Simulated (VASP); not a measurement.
# Ti6HC in VASP: a series of runs, part 2 of 2

VASP 6.6.1. Earlier steps stand in the parts before.

### Step 3. Single point, PBEsol

Contents of INCAR:

```
ALGO = Normal
DIPOL = 0.5 0.5 0.484
EDIFF = 1E-6
ENCUT = 520
GGA = PS
GGA_COMPAT = F
IDIPOL = 3
ISIF = 2
ISMEAR = 0
LASPH = T
LCHARG = F
LDIPOL = T
LREAL = F
LWAVE = F
NBANDS = 48
NELM = 120
NELMDL = -8
PREC = Accurate
SIGMA = 0.1
```

Contents of KPOINTS:

```
k-points
0
Gamma
  10 7 1
```

Contents of POSCAR:

```
Ti6HC
1.0
    2.8679135953      0.0000000000      0.0000000000
    0.0000000000      4.0558423021      0.0000000000
    0.0000000000      0.0000000000     27.2697839881
Ti C H
6 1 1
Direct
    0.5000000000      0.5000000000      0.3117003055
    0.0000000000      0.0000000000      0.3642843963
    0.5000000000      0.5000000000      0.4168684871
    0.0000000000      0.0000000000      0.4689205924
    0.5000000000      0.5000000000      0.5291227650
    0.0000000000      0.0000000000      0.5690929894
    0.0000000000      0.5000000000      0.5871607886
    0.0000000000      0.5000000000      0.6281068800
```

Potentials or basis: VASP PAW PBE potentials, release 64 (Ti_sv, C, H).

Started as:

```sh
cat potpaw_PBE.64/Ti_sv/POTCAR potpaw_PBE.64/C/POTCAR potpaw_PBE.64/H/POTCAR > POTCAR
mpirun -np 1 vasp_std > vasp.out
```

OUTCAR:

```text
EDIFF = 1E-6
   ENCUT = 520
   GGA = PS
   ISIF = 2
   ISMEAR = 0
   LASPH = T
   LREAL = F
   NELM = 120
   NELMDL = -8
   PREC = Accurate

 ion  position               nearest neighbor table
   1  0.500  0.500  0.312-   3 2.87   2 2.87   2 2.87   2 2.87   2 2.87
   2  0.000  0.000  0.364-   4 2.85   3 2.87   3 2.87   3 2.87   3 2.87   1 2.87   1 2.87   1 2.87
                             1 2.87
   3  0.500  0.500  0.417-   4 2.86   4 2.86   4 2.86   4 2.86   1 2.87   2 2.87   2 2.87   2 2.87
                             2 2.87
   4  0.000  0.000  0.469-   6 2.73   2 2.85   3 2.86   3 2.86   3 2.86   3 2.86
   5  0.500  0.500  0.529-   7 2.14   7 2.14   6 2.71   6 2.71   6 2.71   6 2.71
   6  0.000  0.000  0.569-   7 2.09   7 2.09   5 2.71   5 2.71   5 2.71   5 2.71   4 2.73
   7  0.000  0.500  0.587-   8 1.12   6 2.09   6 2.09   5 2.14   5 2.14
   8  0.000  0.500  0.628-   7 1.12

  LATTYP: Found a simple orthorhombic cell.
 ALAT       =     2.8679135953
 B/A-ratio  =     1.4142135623
 C/A-ratio  =     9.5085793494

  Lattice vectors:

 A1 = (   2.8679135953,   0.0000000000,   0.0000000000)
 A2 = (   0.0000000000,   4.0558423021,   0.0000000000)
 A3 = (   0.0000000000,   0.0000000000,  27.2697839881)

Analysis of symmetry for initial positions (statically):
=====================================================================
 Subroutine PRICEL returns:
 Original cell was already a primitive cell.

 Routine SETGRP: Setting up the symmetry group for a
 simple orthorhombic supercell.

 Subroutine GETGRP returns: Found  4 space group operations
 (whereof  4 operations were pure point group operations)
 out of a pool of  8 trial point group operations.

The static configuration has the point symmetry C_2v.

Analysis of symmetry for dynamics (positions and initial velocities):
=====================================================================
 Subroutine PRICEL returns:
 Original cell was already a primitive cell.

 Routine SETGRP: Setting up the symmetry group for a
[... 149 lines left out ...]
 Gauss-broadening in eV      SIGMA  =   0.10
  energy-cutoff  :      520.00
  volume of cell :      317.20
 maximum number of plane-waves:      8589
 NGX is ok and might be reduce to    24
   NGX = 11   NGY = 15   NGZ =101

 dipolmoment           0.000000      0.000000      0.026142 electrons x Angstroem

 number of electron      77.0000031 magnetization

 dipolmoment           0.000000      0.000000     -0.015404 electrons x Angstroem

 Free energy of the ion-electron system (eV)
  ---------------------------------------------------
  ext. energy  EPLUGINS =         0.00000000
  ---------------------------------------------------
  free energy    TOTEN  =       -60.31808323 eV

  energy without entropy =      -60.27411831  energy(sigma->0) =      -60.29610077

 E-fermi :   0.8038     XC(G=0):  -4.7818

 val. band max:        0.7977786961   @ k =   0.5000   0.4286   0.0000
 cond. band min:       0.8147824501   @ k =   0.1000   0.4286   0.0000
 fundamental gap:      0.0170037541
 Fermi energy:         0.8037961417

 k-point     1 :       0.0000    0.0000    0.0000
  band No.  band energies     occupation
      1     -55.9462      2.00000
      2     -55.6157      2.00000
      3     -55.5335      2.00000
      4     -55.5079      2.00000
      5     -55.4215      2.00000
      6     -55.3082      2.00000
[... 1213 lines left out ...]
     47       2.3038      0.00000
     48       2.5047      0.00000

------------------------ aborting loop because EDIFF is reached ----------------------------------------

 vacuum level on the upper side and lower side of the slab       (xc-potential included)        -0.242         0.112

  FORCE on cell =-STRESS in cart. coord.  units (eV):
  Direction    XX          YY          ZZ          XY          YZ          ZX
  --------------------------------------------------------------------------------------
  -------------------------------------------------------------------------------------
  Total        2.5493657     -1.6231122     -1.7250913      0.0000000      0.0000000      0.0000000
  in kB       12.8769762     -8.1984228     -8.7135241      0.0000000      0.0000000      0.0000000
  external PRESSURE =      -1.3449902 kB  Pullay stress =       0.0000000 kB

 VOLUME and BASIS-vectors are now :
 -----------------------------------------------------------------------------
  energy-cutoff  :      520.00
  volume of cell :      317.20
      direct lattice vectors                 reciprocal lattice vectors
     2.867913595  0.000000000  0.000000000     0.348685540  0.000000000  0.000000000
     0.000000000  4.055842302  0.000000000     0.000000000  0.246557910  0.000000000
     0.000000000  0.000000000 27.269783988     0.000000000  0.000000000  0.036670624

 POSITION                                       TOTAL-FORCE (eV/Angst)
 -----------------------------------------------------------------------------------
      1.43396      2.02792      8.50000         0.000000      0.000000      0.692903
      0.00000      0.00000      9.93396         0.000000      0.000000     -0.222189
      1.43396      2.02792     11.36791         0.000000      0.000000     -0.446780
      0.00000      0.00000     12.78736         0.000000      0.000000     -0.011188
      1.43396      2.02792     14.42906         0.000000      0.000000     -0.015050
      0.00000      0.00000     15.51904         0.000000      0.000000     -0.027712
      0.00000      2.02792     16.01175         0.000000      0.000000     -0.003944
      0.00000      2.02792     17.12834         0.000000      0.000000      0.033962
 -----------------------------------------------------------------------------------
    total drift:                                0.000000     -0.000000      0.000142

  FREE ENERGIE OF THE ION-ELECTRON SYSTEM (eV)
  ---------------------------------------------------
  free  energy   TOTEN  =       -60.3180832310 eV

  energy  without entropy=      -60.2741183111  energy(sigma->0) =      -60.29610077

 vacuum level on the upper side and lower side of the slab         3.838         4.121
```

stdout:

```text
POSCAR found type information on POSCAR TiC H
 POSCAR found :  3 types and       8 ions
 scaLAPACK will be used
 -----------------------------------------------------------------------------
|                                                                             |
|                                                                             |
|     You enforced a specific xc type in the INCAR file but a different       |
|     I HOPE YOU KNOW WHAT YOU ARE DOING!                                     |
|                                                                             |
 -----------------------------------------------------------------------------

 LDA part: xc-table for (Slater+PW92), standard interpolation
 POSCAR, INCAR and KPOINTS ok, starting setup
 FFT: planning ... GRIDC
 FFT: planning ... GRID_SOFT
 FFT: planning ... GRID
 WAVECAR not read
 entering main loop
```

Run time: 8.1 min. Hardware: 1 thread of Intel Xeon 6975P-C (Granite Rapids), shared host; peak memory 0.55 GiB.

Results:

- Free energy: -60.3181 eV
- Largest force: 0.693 eV/Å
- Band gap on the k mesh: zero (an odd number of electrons rules out a gap without spin polarisation)

Forces on the atoms (eV/Å):
```
Ti   0.000  0.000  0.693
Ti   0.000  0.000 -0.222
Ti   0.000  0.000 -0.447
Ti   0.000  0.000 -0.011
Ti   0.000  0.000 -0.015
Ti   0.000  0.000 -0.028
C    0.000  0.000 -0.004
H    0.000  0.000  0.034
```

Levels at points of the mesh, in eV from the Fermi level:
```tsv
k point	band 36	band 37	band 38	band 39	band 40	band 41
(0.00, 0.00, 0.00)	-0.14	0.06	0.09	0.17	0.42	0.46
(0.50, 0.00, 0.00)	-1.07	-0.94	-0.44	-0.36	-0.26	0.18
```

Caveat: the PAW data sets were made with another functional, which shifts forces and pressure a little.

### Step 4. Single point, PBEsol

Contents of INCAR:

```
PREC = Accurate
ENCUT = 520
EDIFF = 1E-6
ISMEAR = 0
SIGMA = 0.1
LREAL = False
LASPH = True
NELM = 120
ALGO = Normal
ISIF = 2
LWAVE = False
LCHARG = False
LDIPOL = True
IDIPOL = 3
DIPOL = 0.5 0.5 0.486
GGA = PS
NBANDS = 48
GGA_COMPAT = False
NELMDL = -8
```

Contents of KPOINTS:

```
regular mesh
0
Gamma
  10 7 1
```

Contents of POSCAR:

```
Ti6HC
1.0
    2.8679135953      0.0000000000      0.0000000000
    0.0000000000      4.0558423021      0.0000000000
    0.0000000000      0.0000000000     27.2697839881
Ti C H
6 1 1
Direct
    0.5000000000      0.5000000000      0.3117003055
    0.0000000000      0.0000000000      0.3642843963
    0.5000000000      0.5000000000      0.4168684871
    0.0000000000      0.0000000000      0.4728637332
    0.5000000000      0.5000000000      0.5200387542
    0.0000000000      0.0000000000      0.5768787725
    0.5000000000      0.5000000000      0.5936227262
    0.5000000000      0.5000000000      0.6345041779
```

Started as:

```sh
cat potpaw_PBE.64/Ti_sv/POTCAR potpaw_PBE.64/C/POTCAR potpaw_PBE.64/H/POTCAR > POTCAR
mpirun -np 1 vasp_std > vasp.out
```

Wall time 8.7 min (1 thread of Intel Xeon 6975P-C (Granite Rapids), shared host); peak memory 0.55 GiB.

It converged, with:

```yaml
Free_energy: -60.1904 eV
Largest_force: 0.667 eV/Å
Band_gap_on_the_k_mesh: zero (an odd number of electrons rules out a gap without spin polarisation)
```

Forces in eV/Å, atoms in the order of the input:
```
Ti   0.000  0.000  0.667
Ti   0.000  0.000 -0.324
Ti   0.000  0.000 -0.339
Ti   0.000  0.000  0.022
Ti   0.000  0.000 -0.025
Ti   0.000  0.000 -0.025
C    0.000  0.000 -0.016
H    0.000  0.000  0.040
```

Levels at points of the mesh, in eV from the Fermi level:
```
           k point  band 35  band 36  band 37  band 38  band 39  band 40  band 41  band 42
(0.00, 0.00, 0.00)    -0.83    -0.36    -0.02     0.11     0.17     0.29     0.67     0.71
(0.50, 0.00, 0.00)    -1.18    -1.01    -0.83    -0.32    -0.31     0.18     0.27     0.99
```

Caveat: the PAW data sets were made with another functional, which shifts forces and pressure a little.

### Step 5. The runs side by side

| cell | gap on the mesh (eV) | largest force (eV/Å) |
| --- | --- | --- |
| as given, atomic positions A | none | 0.61 |
| as given, atomic positions B | none | 0.69 |
| as given, atomic positions C | none | 0.67 |

Alike in all rows: task single point; level PBEsol; potentials or basis VASP PAW PBE potentials, release 64 (Ti_sv, C, H); no spin polarisation; k mesh 10 × 7 × 1; cutoff (eV) 520; smearing gaussian 0.1 eV.

Caveats: the PAW data sets were made with another functional, which shifts forces and pressure a little.

Total energies depend on the potentials used, so only differences within one code and one set of settings carry meaning.
